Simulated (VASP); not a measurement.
# Be (P6_3/mmc) in VASP: further runs

Be is run at these levels: PBE; tasks: relaxation of shape and atoms at fixed volume.

Program: VASP 6.6.1. These are calculated values, not measurements. Logs are shortened: lines on timing, memory, paths and dates and some standing lists are left out, and cuts for length are marked.

### 1 The cell of the first run

The structure is hexagonal, space group P6_3/mmc (No. 194). Conventional cell: a = 2.166 Å, b = 2.166 Å, c = 3.427 Å, α = 90.00°, β = 90.00°, γ = 120.00°. Be (site symmetry -6m2) has 12 Be at 2.12 to 2.17 Å within 2.8 Å.

### 2 Relaxation of shape and atoms at fixed volume, PBE (6.96 Å³/atom)

INCAR

```
  ALGO = Normal
  EDIFF = 1E-6
  EDIFFG = -0.01
  ENCUT = 600
  GGA = PE
  IBRION = 2
  ISIF = 4
  ISMEAR = 0
  LASPH = T
  LCHARG = F
  LREAL = F
  LWAVE = F
  NELM = 80
  NSW = 50
  PREC = Accurate
  SIGMA = 0.1
```

KPOINTS

```
k-points
0
Gamma
  21 21 12
```

POSCAR

```
Be
1.0
    2.1655567306      0.0000000000      0.0000000000
   -1.0827783653      1.8754271420      0.0000000000
    0.0000000000      0.0000000000      3.4266365060
Be
2
Direct
    0.3333333333      0.6666666667      0.2500000000
    0.6666666667      0.3333333333      0.7500000000
```

Potentials or basis: VASP PAW PBE potentials, release 64 (Be).

The run is started by

```bash
> cat potpaw_PBE.64/Be/POTCAR > POTCAR
> mpirun -np 1 vasp_std > vasp.out
```

OUTCAR:

```text
EDIFF = 1E-6
   EDIFFG = -0.01
   ENCUT = 600
   GGA = PE
   IBRION = 2
   ISIF = 4
   ISMEAR = 0
   LASPH = T
   LREAL = F
   NELM = 80
   NSW = 50
   PREC = Accurate

 ion  position               nearest neighbor table
   1  0.333  0.667  0.250-   2 2.12   2 2.12   2 2.12   2 2.12   2 2.12   2 2.12
   2  0.667  0.333  0.750-   1 2.12   1 2.12   1 2.12   1 2.12   1 2.12   1 2.12

  LATTYP: Found a hexagonal cell.
 ALAT       =     2.1655567306
 C/A-ratio  =     1.5823351370

  Lattice vectors:

 A1 = (   2.1655567306,   0.0000000000,   0.0000000000)
 A2 = (  -1.0827783653,   1.8754271420,   0.0000000000)
 A3 = (   0.0000000000,   0.0000000000,   3.4266365060)

Analysis of symmetry for initial positions (statically):
=====================================================================
 Subroutine PRICEL returns:
 Original cell was already a primitive cell.

 Routine SETGRP: Setting up the symmetry group for a
 hexagonal supercell.

 Subroutine GETGRP returns: Found 24 space group operations
 (whereof 12 operations were pure point group operations)
 out of a pool of 24 trial point group operations.

The static configuration has the point symmetry D_3d.
 The point group associated with its full space group is D_6h.

Analysis of symmetry for dynamics (positions and initial velocities):
=====================================================================
 Subroutine PRICEL returns:
 Original cell was already a primitive cell.

 Routine SETGRP: Setting up the symmetry group for a
 hexagonal supercell.

 Subroutine GETGRP returns: Found 24 space group operations
 (whereof 12 operations were pure point group operations)
 out of a pool of 24 trial point group operations.

The dynamic configuration has the point symmetry D_3d.
 The point group associated with its full space group is D_6h.

 Subroutine INISYM returns: Found 24 space group operations
 (whereof 12 operations are pure point group operations),
 and found     1 'primitive' translations

----------------------------------------------------------------------------------------

                                     Primitive cell

[... 148 lines left out ...]
  Total        1.6837280      1.6837280      1.7499880      0.0000000      0.0000000      0.0000000
  in kB      193.8405828    193.8405828    201.4688224      0.0000000      0.0000000      0.0000000
  external PRESSURE =     196.3833293 kB  Pullay stress =       0.0000000 kB

 VOLUME and BASIS-vectors are now :
 -----------------------------------------------------------------------------
  energy-cutoff  :      600.00
  volume of cell :       13.92
      direct lattice vectors                 reciprocal lattice vectors
     2.165556731  0.000000000  0.000000000     0.461775019  0.266605931  0.000000000
    -1.082778365  1.875427142  0.000000000     0.000000000  0.533211863  0.000000000
     0.000000000  0.000000000  3.426636506     0.000000000  0.000000000  0.291831362

 POSITION                                       TOTAL-FORCE (eV/Angst)
 -----------------------------------------------------------------------------------
     -0.00000      1.25028      0.85666         0.000000     -0.000000      0.000000
      1.08278      0.62514      2.56998        -0.000000      0.000000      0.000000
 -----------------------------------------------------------------------------------
    total drift:                                0.000000     -0.000000      0.000000

  FREE ENERGIE OF THE ION-ELECTRON SYSTEM (eV)
  ---------------------------------------------------
  free  energy   TOTEN  =        -7.4236891910 eV

  energy  without entropy=       -7.4224152099  energy(sigma->0) =       -7.42305220

--------------------------------------- Ionic step        2  -------------------------------------------

 number of electron       4.0000000 magnetization

 Free energy of the ion-electron system (eV)
  ---------------------------------------------------
  ext. energy  EPLUGINS =         0.00000000
  ---------------------------------------------------
  free energy    TOTEN  =        -7.42372478 eV

  energy without entropy =       -7.42245308  energy(sigma->0) =       -7.42308893

 E-fermi :   8.1692     XC(G=0): -11.0334

 val. band max:        8.1442108065   @ k =   0.3333   0.0476   0.0000
 cond. band min:       8.2257261694   @ k =   0.3333   0.2857   0.0833
 fundamental gap:      0.0815153629
 Fermi energy:         8.1691953939

 k-point     1 :       0.0000    0.0000    0.0000
  band No.  band energies     occupation
      1      -3.9417      2.00000
      2       3.1336      2.00000
      3       9.5797      0.00000
      4      25.9406      0.00000
      5      25.9406      0.00000
      6      29.0144      0.00000
[... 199 lines left out ...]
 k-point    24 :       0.1905    0.0952    0.0000
  band No.  band energies     occupation
      1      -2.0205      2.00000
      2       5.7467      2.00000
      3       9.7008      0.00000
      4      17.2998      0.00000
      5      19.9152      0.00000
      6      26.0144      0.00000

 [... further k-points ...]

------------------------ aborting loop because EDIFF is reached ----------------------------------------

  FORCE on cell =-STRESS in cart. coord.  units (eV):
  Direction    XX          YY          ZZ          XY          YZ          ZX
  --------------------------------------------------------------------------------------
  -------------------------------------------------------------------------------------
  Total        1.7035340      1.7035340      1.7047378      0.0000000     -0.0000000     -0.0000000
  in kB      196.1207682    196.1207682    196.2593545      0.0000000     -0.0000000     -0.0000000
  external PRESSURE =     196.1669637 kB  Pullay stress =       0.0000000 kB

 VOLUME and BASIS-vectors are now :
 -----------------------------------------------------------------------------
  energy-cutoff  :      600.00
  volume of cell :       13.92
      direct lattice vectors                 reciprocal lattice vectors
     2.164403623  0.000000000  0.000000000     0.462021034  0.266747968  0.000000000
    -1.082201812  1.874428522 -0.000000000     0.000000000  0.533495937  0.000000000
     0.000000000  0.000000000  3.430288628    -0.000000000  0.000000000  0.291520659

 POSITION                                       TOTAL-FORCE (eV/Angst)
 -----------------------------------------------------------------------------------
     -0.00000      1.24962      0.85757        -0.000000      0.000000      0.000000
      1.08220      0.62481      2.57272         0.000000      0.000000      0.000000
 -----------------------------------------------------------------------------------
    total drift:                                0.000000     -0.000000      0.000000

  FREE ENERGIE OF THE ION-ELECTRON SYSTEM (eV)
  ---------------------------------------------------
  free  energy   TOTEN  =        -7.4237247770 eV

  energy  without entropy=       -7.4224530790  energy(sigma->0) =       -7.42308893

 reached required accuracy - stopping structural energy minimisation
```

OSZICAR:

```text
N       E                     dE             d eps       ncg     rms          rms(c)
DAV:   1    -0.138616876392E+01   -0.13862E+01   -0.19895E+03  4038   0.624E+02
DAV:   2    -0.747579261892E+01   -0.60896E+01   -0.58039E+01  6186   0.771E+01
DAV:   3    -0.751395527768E+01   -0.38163E-01   -0.37724E-01  5256   0.526E+00
DAV:   4    -0.751400842266E+01   -0.53145E-04   -0.53126E-04  5892   0.160E-01
DAV:   5    -0.751400849955E+01   -0.76890E-07   -0.77606E-07  5202   0.256E-03    0.138E+00
DAV:   6    -0.744745880500E+01    0.66550E-01   -0.10833E-02  4482   0.172E+00    0.850E-01
DAV:   7    -0.742372118927E+01    0.23738E-01   -0.10673E-02  4446   0.173E+00    0.388E-02
DAV:   8    -0.742369154148E+01    0.29648E-04   -0.17031E-05  5808   0.497E-02    0.137E-02
DAV:   9    -0.742368909395E+01    0.24475E-05   -0.36474E-06  5022   0.236E-02    0.933E-04
DAV:  10    -0.742368919096E+01   -0.97005E-07   -0.59900E-09  3444   0.892E-04
   1 F= -.74236892E+01 E0= -.74230522E+01  d E =-.742369E+01
       N       E                     dE             d eps       ncg     rms          rms(c)
DAV:   1    -0.742372520307E+01   -0.36109E-04   -0.40288E-04  5130   0.138E-01    0.760E-03
DAV:   2    -0.742372477701E+01    0.42606E-06   -0.16434E-06  4854   0.125E-02
   2 F= -.74237248E+01 E0= -.74230889E+01  d E =-.355861E-04
```

It took 18 s on 1 thread of Intel Xeon Platinum 8488C (Sapphire Rapids), shared host; peak memory 0.14 GiB.

What came out:

```
Free energy               : -7.4237 eV
Energy gained by relaxing : 0.0 meV/atom
Ionic steps               : 2
Pressure after relaxing   : 19.6 GPa
Band gap on the k mesh    : zero (bands 2 and 3 overlap by 2.22 eV)
```

Final structure:
```
CELL_PARAMETERS angstrom
2.16440 0.00000 0.00000
-1.08220 1.87443 0.00000
0.00000 0.00000 3.43029
ATOMIC_POSITIONS crystal
Be 0.33333 0.66667 0.25000
Be 0.66667 0.33333 0.75000
```

Levels at points of the mesh, in eV from the Fermi level:
```tsv
k point	band 1	band 2	band 3	band 4	band 5
(0.00, 0.00, 0.00)	-12.11	-5.04	1.41	17.77	17.77
(0.00, 0.00, 0.50)	-9.87	-9.87	11.56	11.56	19.58
```

### 3 Relaxation of shape and atoms at fixed volume, PBE (7.20 Å³/atom)

This run uses another cell than the first one, of 7.20 Å³/atom.

INCAR

```
SYSTEM = Be
PREC = Accurate ; ENCUT = 600
EDIFF = 1E-6 ; ISMEAR = 0
SIGMA = 0.1 ; LREAL = .False.
LASPH = .True. ; NELM = 100
ALGO = Fast ; ISIF = 4
LWAVE = .False. ; LCHARG = .False.
GGA = PE ; IBRION = 2
NSW = 50 ; EDIFFG = -0.01
```

KPOINTS

```
Automatic mesh
0
Gamma
  21 21 12
  0 0 0
```

POSCAR

```
Be
1.0
    2.1908184099      0.0000000000      0.0000000000
   -1.0954092049      1.8973043980      0.0000000000
    0.0000000000      0.0000000000      3.4622077544
Be
2
Direct
    0.3333333333      0.6666666667      0.2500000000
    0.6666666667      0.3333333333      0.7500000000
```

Potentials or basis: VASP PAW PBE potentials, release 64 (Be).

The run is started by

```bash
> cat potpaw_PBE.64/Be/POTCAR > POTCAR
> mpirun -np 1 vasp_std > vasp.out
```

OUTCAR:

```text
SYSTEM = Be
   PREC = Accurate
   ENCUT = 600
   EDIFF = 1E-6
   ISMEAR = 0
   LREAL = .False.
   LASPH = .True.
   NELM = 100
   ISIF = 4
   GGA = PE
   IBRION = 2
   NSW = 50
   EDIFFG = -0.01

 ion  position               nearest neighbor table
   1  0.333  0.667  0.250-   2 2.14   2 2.14   2 2.14   2 2.14   2 2.14   2 2.14
   2  0.667  0.333  0.750-   1 2.14   1 2.14   1 2.14   1 2.14   1 2.14   1 2.14

  LATTYP: Found a hexagonal cell.
 ALAT       =     2.1908184099
 C/A-ratio  =     1.5803262099

  Lattice vectors:

 A1 = (   2.1908184099,   0.0000000000,   0.0000000000)
 A2 = (  -1.0954092049,   1.8973043980,   0.0000000000)
 A3 = (   0.0000000000,   0.0000000000,   3.4622077544)

Analysis of symmetry for initial positions (statically):
=====================================================================
 Subroutine PRICEL returns:
 Original cell was already a primitive cell.

 Routine SETGRP: Setting up the symmetry group for a
[... 217 lines left out ...]
  energy without entropy =       -7.47155782  energy(sigma->0) =       -7.47222774

 E-fermi :   7.8709     XC(G=0): -10.9195

 val. band max:        7.8529243090   @ k =   0.3333   0.0476   0.0000
 cond. band min:       7.9153808743   @ k =   0.3333   0.2857   0.0833
 fundamental gap:      0.0624565653
 Fermi energy:         7.8709105425

 k-point     1 :       0.0000    0.0000    0.0000
  band No.  band energies     occupation
      1      -4.0512      2.00000
      2       2.9817      2.00000
      3       9.1792      0.00000
      4      25.1556      0.00000
      5      25.1556      0.00000
      6      28.1666      0.00000
[... 199 lines left out ...]
 k-point    24 :       0.1905    0.0952    0.0000
  band No.  band energies     occupation
      1      -2.1526      2.00000
      2       5.5322      2.00000
      3       9.3557      0.00000
      4      16.7448      0.00000
      5      19.2680      0.00000
      6      25.2826      0.00000

 [... further k-points ...]

------------------------ aborting loop because EDIFF is reached ----------------------------------------

  FORCE on cell =-STRESS in cart. coord.  units (eV):
  Direction    XX          YY          ZZ          XY          YZ          ZX
  --------------------------------------------------------------------------------------
  -------------------------------------------------------------------------------------
  Total        1.2329011      1.2329011      1.2361881      0.0000000      0.0000000     -0.0000000
  in kB      137.2594625    137.2594625    137.6254070      0.0000000      0.0000000     -0.0000000
  external PRESSURE =     137.3814440 kB  Pullay stress =       0.0000000 kB

 VOLUME and BASIS-vectors are now :
 -----------------------------------------------------------------------------
  energy-cutoff  :      600.00
  volume of cell :       14.39
      direct lattice vectors                 reciprocal lattice vectors
     2.189697974  0.000000000  0.000000000     0.456683986  0.263666623 -0.000000000
    -1.094848987  1.896334072  0.000000000    -0.000000000  0.527333245 -0.000000000
     0.000000000  0.000000000  3.465751781     0.000000000 -0.000000000  0.288537686

 POSITION                                       TOTAL-FORCE (eV/Angst)
 -----------------------------------------------------------------------------------
     -0.00000      1.26422      0.86644         0.000000      0.000000      0.000000
      1.09485      0.63211      2.59931        -0.000000     -0.000000      0.000000
 -----------------------------------------------------------------------------------
    total drift:                                0.000000     -0.000000      0.000000

  FREE ENERGIE OF THE ION-ELECTRON SYSTEM (eV)
  ---------------------------------------------------
  free  energy   TOTEN  =        -7.4728976592 eV

  energy  without entropy=       -7.4715578158  energy(sigma->0) =       -7.47222774

 reached required accuracy - stopping structural energy minimisation
```

Wall time 18 s (1 thread of Intel Xeon Platinum 8488C (Sapphire Rapids), shared host); peak memory 0.15 GiB.

Results:

```
Free energy               : -7.4729 eV
Energy gained by relaxing : 0.0 meV/atom
Ionic steps               : 2
Pressure after relaxing   : 13.7 GPa
Band gap on the k mesh    : zero (bands 2 and 3 overlap by 2.18 eV)
```

Final structure:
```
Be
1.0
     2.18970    0.00000    0.00000
    -1.09485    1.89633    0.00000
     0.00000    0.00000    3.46575
Be
2
Direct
  0.33333 0.66667 0.25000
  0.66667 0.33333 0.75000
```

(Part 1 of 2 ends here.)
